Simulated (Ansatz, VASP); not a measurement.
# One calculation of Ir, two programs

```
Ir
1.0
     0.00000    1.92337    1.92337
     1.92337    0.00000    1.92337
     1.92337    1.92337    0.00000
Ir
1
Direct
  0.00000 0.00000 0.00000
```

Alike in both runs: functional r2SCAN; k mesh 18 × 18 × 18; occupations fermi-dirac, width 0.15 eV; no spin polarisation.

Ansatz relaxed the structure, and its values are those at the end. VASP's run is a single point on that final structure, the one shown.

|  | VASP | Ansatz |
| --- | --- | --- |
| version | VASP 6.6.1 | Ansatz 0.2.0 |
| potentials or method | VASP PAW PBE potentials, release 64 (Ir), cutoff 550 eV | scalar-relativistic, plane waves, PAW |
| valence electrons in the cell | 9 | 17 |

```tsv
	VASP	Ansatz	Ansatz less VASP
gap on the k mesh at the Fermi level (eV)	none	none	-
pressure (GPa)	2.3	0.0	-2.33
```

VASP's potentials were made for PBE, not for r2SCAN. A gap of «none» marks a metal or a gap that the smearing closes. The functional is the same, so the differences come from potentials, cutoffs and numerics. VASP's potentials hold 9 valence electrons a cell and Ansatz's 17, so a difference there can come from the potentials and not from the codes.

Neither program's run includes spin-orbit coupling.
